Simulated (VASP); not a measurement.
A run of VASP 6.6.1 is set up as follows.

INCAR

```
SYSTEM = Au
ALGO = Normal
EDIFF = 1E-6
ENCUT = 520
GGA = RP
ISIF = 2
ISMEAR = -1
ISPIN = 2
IVDW = 13
LASPH = .True.
LCHARG = .True.
LDAU = .True.
LDAUJ = 0
LDAUL = 2
LDAUPRINT = 1
LDAUTYPE = 2
LDAUU = 3
LELF = .True.
LMAXMIX = 4
LORBIT = 11
LREAL = .False.
LVHAR = .True.
LWAVE = .False.
MAGMOM = 2
NBANDS = 16
NELM = 150
NUPDOWN = 2.0
PREC = Accurate
SIGMA = 0.02
```

The input KPOINTS:

```
k-points
0
Gamma
  11 11 11
  0 0 0
```

File POSCAR:

```
Au
1.0
    0.0060441926      1.9884801604      2.0057692936
    2.0478921958      0.0100907533      2.0017227328
    2.0466127250      1.9831541288      0.0113702241
Au
1
Direct
   -0.0089470000      0.0054120000     -0.0062730000
```

Potentials or basis: VASP PAW PBE potentials, release 64 (Au).

Run with:

```sh
$ cat potpaw_PBE.64/Au/POTCAR > POTCAR
$ mpirun -np 1 vasp_std > vasp.out
```

(1) Estimate the pressure.

(2) Estimate the dispersion energy per atom.

## Answers

(1) 45.6 GPa.

(2) -1.369 eV.

Caveat: the cell stands under pressure; the dispersion term is far too large for a dense solid, which distorts pressure and volume; the PAW data sets were made with another functional, which shifts forces and pressure a little; the total moment is fixed, so each spin has its own Fermi level and the state may be an excited one; the U is typed as a test and isn't derived for this compound.
